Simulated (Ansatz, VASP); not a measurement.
# HC6 in VASP and in Ansatz

```
C H
1.0
     4.88891    0.00000    0.00000
    -1.22223    8.78428    0.00000
     0.00000    0.00000   22.74730
C H
12 2
Direct
  0.01936 0.07744 0.17585
  0.51936 0.07744 0.17585
  0.27420 0.09680 0.20595
  0.77420 0.09680 0.20595
  0.28388 0.13552 0.26617
  0.78388 0.13552 0.26617
  0.03862 0.15447 0.29549
  0.53862 0.15447 0.29549
  0.04882 0.19529 0.35836
  0.54882 0.19529 0.35836
  0.30311 0.21243 0.38454
  0.80311 0.21243 0.38454
  0.04882 0.12870 0.54280
  0.04882 0.26187 0.54280
```

Alike in both runs: task single point; functional LDA; k mesh 6 × 3 × 1; occupations gaussian, width 0.1 eV; no spin polarisation.

```csv
,VASP,Ansatz
version,VASP 6.6.1,Ansatz 0.2.0
potentials or method,"VASP PAW LDA potentials, release 64 (C, H), cutoff 520 eV","scalar-relativistic, plane waves, PAW"
valence electrons in the cell,50,50
```

```tsv
	VASP	Ansatz	Ansatz less VASP
gap on the k mesh at the Fermi level (eV)	0.09	0.09	-0.003
least direct gap on the mesh (eV)	0.09	0.09	-0.003
rms of the force components (eV/Å)	1.322	1.329	+0.0064
```

Ansatz warns that its potentials were made for another functional, while VASP's fit it. LDA's correlation is that of Perdew and Zunger in VASP and of Perdew and Wang (1992) in Ansatz. Atom by atom the forces differ by 0.024 eV/Å (rms over components).
